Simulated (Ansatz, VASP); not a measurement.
## Two plane-wave programs on Cu

```xyz
2
Lattice="2.4514 0.0000 0.0000 -1.2257 2.1230 0.0000 0.0000 0.0000 4.4008" Properties=species:S:1:pos:R:3 pbc="T T T"
Cu    0.0000    1.4153    1.1002
Cu    1.2257    0.7077    3.3006
```

Alike in both runs: task single point; functional r2SCAN; k mesh 30 × 30 × 16; occupations gaussian, width 0.15 eV; no spin polarisation.

```csv
,VASP,Ansatz
version,VASP 6.6.1,Ansatz 0.2.0
potentials or method,"VASP PAW PBE potentials, release 64 (Cu), cutoff 520 eV","scalar-relativistic, plane waves, PAW"
valence electrons in the cell,22,38
```

|  | VASP | Ansatz | Ansatz less VASP |
| --- | --- | --- | --- |
| gap on the k mesh at the Fermi level (eV) | none | none | - |
| pressure (GPa) | 2.4 | 1.7 | -0.69 |
| traceless stress, the component that is largest in VASP (GPa) | -11.87 | -11.87 | +0.005 |

VASP's potentials were made for PBE, not for r2SCAN. A gap of «none» marks a metal or a gap that the smearing closes. The functional is the same, so the differences come from potentials, cutoffs and numerics. VASP's potentials hold 22 valence electrons a cell and Ansatz's 38, so a difference there can come from the potentials and not from the codes.
